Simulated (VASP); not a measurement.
Wanted: the native input for a VASP 6.6.1 run.

| Quantity | Value |
| --- | --- |
| Task | single point |
| Functional | r2SCAN |
| Potentials or basis | VASP PAW PBE potentials, release 64 (W_sv, S) |
| Cutoff | 550 eV |
| k mesh | 12 × 12 × 2 |
| Occupations | fermi-dirac, width 0.02 eV |
| Spin | non-collinear spin, zero start, spin-orbit coupling |
| Starting moments | [[0.0, 0.0, 0.0], [0.0, 0.0, 0.0], [0.0, 0.0, 0.0], [0.0, 0.0, 0.0], [0.0, 0.0, 0.0], [0.0, 0.0, 0.0]] μB |
| Dipole correction | no |
| Further INCAR settings | ALGO = Normal; EDIFF = 1e-06; NBANDS = 68 |

WS2:

```
CELL_PARAMETERS angstrom
3.16995 0.00000 0.00000
-1.58497 2.74525 0.00000
0.00000 0.00000 12.74089
ATOMIC_POSITIONS crystal
W 0.33333 0.66667 0.25000
W 0.66667 0.33333 0.75000
S 0.66667 0.33333 0.37279
S 0.66667 0.33333 0.12721
S 0.33333 0.66667 0.87279
S 0.33333 0.66667 0.62721
```

This cell differs from its parent crystal: uniaxial z strain +2.0%.

The input as run:

POSCAR

```
WS2
1.0
    3.1699462934      0.0000000000      0.0000000000
   -1.5849731467      2.7452540187      0.0000000000
    0.0000000000      0.0000000000     12.7408919635
W S
2 4
Direct
    0.3333333333      0.6666666667      0.2500000000
    0.6666666667      0.3333333333      0.7500000000
    0.6666666667      0.3333333333      0.3727860666
    0.6666666667      0.3333333333      0.1272139334
    0.3333333333      0.6666666667      0.8727860666
    0.3333333333      0.6666666667      0.6272139334
```

INCAR.step1

```
SYSTEM = WS2
PREC = Accurate
ENCUT = 550
ISMEAR = -1
SIGMA = 0.02
LREAL = .FALSE.
LASPH = .TRUE.
NELM = 200
MAGMOM = 0 0 0 0 0 0 0 0 0 0 0 0 0 0 0 0 0 0
LSORBIT = .TRUE.
GGA_COMPAT = .FALSE.
LMAXMIX = 4
NBANDS = 68
GGA = PE
ALGO = Normal
EDIFF = 1E-5
LWAVE = .TRUE.
LCHARG = .FALSE.
KPAR = 4
```

INCAR.step2

```
SYSTEM = WS2
PREC = Accurate
ENCUT = 550
EDIFF = 1E-6
ISMEAR = -1
SIGMA = 0.02
LREAL = .FALSE.
LASPH = .TRUE.
NELM = 200
ALGO = Normal
ISIF = 2
LWAVE = .FALSE.
LCHARG = .TRUE.
MAGMOM = 0 0 0 0 0 0 0 0 0 0 0 0 0 0 0 0 0 0
LORBIT = 11
LSORBIT = .TRUE.
GGA_COMPAT = .FALSE.
LORBMOM = .TRUE.
LMAXMIX = 4
METAGGA = R2SCAN
LMIXTAU = .TRUE.
LVHAR = .TRUE.
NBANDS = 68
ISTART = 1
KPAR = 4
```

KPOINTS

```
Automatic mesh
0
G
  12 12 2
  0 0 0
```

Potentials or basis: VASP PAW PBE potentials, release 64 (W_sv, S).

Launch:

```bash
$ cat potpaw_PBE.64/W_sv/POTCAR potpaw_PBE.64/S/POTCAR > POTCAR
$ cp INCAR.step1 INCAR
$ mpirun -np 4 vasp_ncl > vasp.out
$ cp INCAR.step2 INCAR
$ mpirun -np 4 vasp_ncl > vasp.out
```

Results of the run:

| Item | Value |
| --- | --- |
| Pressure | 1.3 GPa |
| Net moment | 0.00 μB per cell |
| Valence electrons inside the program's atomic spheres | W 12.02; S 3.74 |

Caveat: the cell differs from its parent crystal (uniaxial z strain +2.0%); the PAW data sets were made with another functional, which shifts forces and pressure a little.

It took 6.1 min on 4 MPI ranks on Intel(R) Xeon(R) 6975P-C (Granite Rapids) (shared host), peak memory 0.86 GiB a rank.
